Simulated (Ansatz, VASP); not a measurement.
# Lu2AlSb2 in VASP and in Ansatz

```
CELL_PARAMETERS angstrom
0.00000 0.00000 3.98620
4.08090 -3.66944 1.99310
4.08090 3.66944 -1.99310
ATOMIC_POSITIONS crystal
Lu 0.50000 0.71897 0.71897
Lu 0.50000 0.28103 0.28103
Sb 0.78139 0.71861 0.28139
Sb 0.21861 0.28139 0.71861
Al 0.00000 0.00000 0.00000
```

Alike in both runs: functional PBE; dispersion D4; k mesh 5 × 5 × 5; occupations fermi-dirac, width 0.001 eV; no spin polarisation.

Ansatz relaxed the structure, and its values are those at the end. VASP's run is a single point on that final structure, the one shown.

|  | VASP | Ansatz |
| --- | --- | --- |
| version | VASP 6.6.1 | Ansatz 0.2.0 |
| potentials or method | VASP PAW PBE potentials, release 64 (Lu, Sb, Al), cutoff 520 eV | PAW plane waves |
| valence electrons in the cell | 63 | 83 |

```csv
,VASP,Ansatz,Ansatz less VASP
gap on the k mesh at the Fermi level (eV),none,none,-
pressure (GPa),0.2,0.0,-0.23
rms of the force components (eV/Å),0.004,0.001,-0.0036
```

A gap of «none» marks a metal or a gap that the smearing closes. VASP's potentials hold 63 valence electrons a cell and Ansatz's 83, so a difference there can come from the potentials and not from the codes. Ansatz's warnings: stress scf threshold loose.

Neither program's run includes spin-orbit coupling.
